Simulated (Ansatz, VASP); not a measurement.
# In in VASP and in Ansatz

```xyz
1
Lattice="-1.6261 1.6261 2.5111 1.6261 -1.6261 2.5111 1.6261 1.6261 -2.5111" Properties=species:S:1:pos:R:3 pbc="T T T"
In    0.0000    0.0000    0.0000
```

Change from the starting cell: strain +0.000 along x and y, +0.015 along z, atoms carried along.

Alike in both runs: task single point; functional PBE; k mesh 20 × 20 × 20; occupations gaussian, width 0.15 eV; no spin polarisation.

```csv
,VASP,Ansatz
version,VASP 6.6.1,Ansatz 0.2.0
potentials or method,"VASP PAW PBE potentials, release 64 (In_d), cutoff 520 eV","scalar-relativistic, plane waves, PAW"
valence electrons in the cell,13,13
```

```csv
,VASP,Ansatz,Ansatz less VASP
gap on the k mesh at the Fermi level (eV),none,none,-
pressure (GPa),1.3,1.4,+0.08
"traceless stress, the component that is largest in VASP (GPa)",-0.23,-0.23,+0.005
```

A gap of «none» marks a metal or a gap that the smearing closes.
